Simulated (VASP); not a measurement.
Set up this calculation in VASP 6.6.1, as the native input.

* Task: single point
* Functional: PBE
* Potentials or basis: VASP PAW PBE potentials, release 64 (Na_pv, H)
* Cutoff: 520 eV
* k mesh: 8 × 8 × 8
* Occupations: fermi-dirac, width 0.02 eV
* Spin: no spin polarisation
* Dipole correction: no
* Further INCAR settings: ALGO = Normal; EDIFF = 1e-07; NBANDS = 11

The structure of NaH lies in POSCAR:

```
NaH
1.0
    0.0000000000      2.6286034900      2.5969210531
    2.6286034900      0.0000000000      2.5969210531
    2.6286034900      2.6286034900      0.0000000000
Na H
1 1
Direct
    0.0000000000      0.0000000000      0.0000000000
    0.2500000000      0.2500000000      0.2500000000
```

This cell differs from its parent crystal: biaxial xy strain +1.2%.

One way to write it, as run:

INCAR

```
SYSTEM = NaH
ALGO = Normal
EDIFF = 1E-7
ENCUT = 520
GGA = PE
ISIF = 2
ISMEAR = -1
LASPH = .TRUE.
LCHARG = .FALSE.
LREAL = .FALSE.
LWAVE = .FALSE.
NBANDS = 11
NELM = 80
PREC = Accurate
SIGMA = 0.02
```

KPOINTS

```
k-points
0
G
  8 8 8
  0 0 0
```

Potentials or basis: VASP PAW PBE potentials, release 64 (Na_pv, H).

Command:

```sh
$ cat potpaw_PBE.64/Na_pv/POTCAR potpaw_PBE.64/H/POTCAR > POTCAR
$ mpirun -np 1 vasp_std > vasp.out
```

It gave:

The pressure is -0.2 GPa. The band gap on the k mesh is 3.59 eV (least direct gap 4.28 eV).

Caveat: the cell differs from its parent crystal (biaxial xy strain +1.2%); the structure was generated, so it needn't be the stable form of NaH.

It took 30 s on 1 thread of Intel Xeon 8259CL, on a shared host, peak memory 0.16 GiB.
